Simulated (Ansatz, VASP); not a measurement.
**One calculation of Na, two programs**

File INCAR:

```
SYSTEM = Na
PREC     = Accurate       ! precision mode
ENCUT    = 520            ! plane-wave cutoff, eV
EDIFF    = 1E-8           ! SCF threshold, eV
ISMEAR   = -1             ! smearing method
SIGMA    = 0.03           ! smearing width, eV
LREAL    = .False.        ! projectors in reciprocal space
LASPH    = .True.         ! aspherical terms in the spheres
NELM     = 60             ! most SCF steps
ALGO     = Normal         ! electronic algorithm
ISIF     = 2              ! what is computed and relaxed
LWAVE    = .False.        ! write WAVECAR
LCHARG   = .False.        ! write CHGCAR
GGA      = PS             ! functional
LEFG     = .True.       
NBANDS   = 10             ! bands
```

KPOINTS

```
Automatic mesh
0
Gamma
  11 11 11
  0 0 0
```

File POSCAR:

```
Na
1.0
   -2.0888816270      2.0888816270      2.0888816270
    2.0888816270     -2.0888816270      2.0888816270
    2.0888816270      2.0888816270     -2.0888816270
Na
1
Direct
    0.0000000000      0.0000000000      0.0000000000
```

Input for Ansatz:

```yaml
crystal:
  lattice:
    - [-2.088881627, 2.088881627, 2.088881627]
    - [2.088881627, -2.088881627, 2.088881627]
    - [2.088881627, 2.088881627, -2.088881627]
  atoms:
    - { symbol: Na, position: [0.0, 0.0, 0.0] }
kpoints:
  mp_grid: { grid: [11, 11, 11] }
scf:
  occupations: { method: fermi_dirac, width: 0.03 }
hamiltonian:
  xc: pbesol
  pseudopotentials: { kind: paw }
output:
  forces: true
  stress: true
  eigenvalues: true
  efg: { contact_densities: true }
```

Change from the starting cell: volume scaled by 0.96, PAW files.

Alike in both runs: task electric field gradients; functional PBEsol; k mesh 11 × 11 × 11; occupations fermi-dirac, width 0.03 eV; no spin polarisation.

```csv
,VASP,Ansatz
version,VASP 6.6.1,Ansatz 0.2.0
potentials or method,"VASP PAW PBE potentials, release 64 (Na_pv)","PAW with Ansatz's default frozen-core files, scalar-relativistic"
plane-wave cutoff (eV),520,420
valence electrons in the cell,7,9
```

```tsv
	VASP	Ansatz	Ansatz less VASP
pressure (GPa)	0.0	0.0	0.00
```

VASP's potentials were made for PBE, not for PBEsol. With one functional, cell and mesh, what is left measures potentials, basis and numerics. VASP's potentials hold 7 valence electrons a cell and Ansatz's 9, so a difference there can come from the potentials and not from the codes.
